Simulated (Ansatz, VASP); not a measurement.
Two plane-wave programs on YTl

```
CELL_PARAMETERS angstrom
3.71349 0.00000 0.00000
0.00000 3.71349 0.00000
0.00000 0.00000 3.75100
ATOMIC_POSITIONS crystal
Y 0.50000 0.50000 0.50000
Tl 0.00000 0.00000 0.00000
```

Change from the starting cell: equal xx and yy strain of -1 %, PAW files.

Alike in both runs: task electric field gradients; functional LDA; k mesh 11 × 11 × 11; occupations fermi-dirac, width 0.08 eV; no spin polarisation.

|  | VASP | Ansatz |
| --- | --- | --- |
| version | VASP 6.6.1 | Ansatz 0.2.0 |
| potentials or method | VASP PAW LDA potentials, release 64 (Y_sv, Tl_d) | PAW with Ansatz's default frozen-core files, scalar-relativistic |
| plane-wave cutoff (eV) | 520 | 420 |
| valence electrons in the cell | 24 | 24 |

Ansatz gave:

* pressure (GPa): -1.8
* traceless stress, the component that is largest in VASP (GPa): -0.09
* size of Vzz on the site where it differs most (V/Å²): 0.8

Question: Estimate VASP's values.

Answer: Pressure (GPa): -1.7; traceless stress, the component that is largest in VASP (GPa): -0.10; size of Vzz on the site where it differs most (V/Å²): 0.6.

LDA's correlation is that of Perdew and Zunger in VASP and of Perdew and Wang (1992) in Ansatz.

Spin-orbit coupling is off throughout.
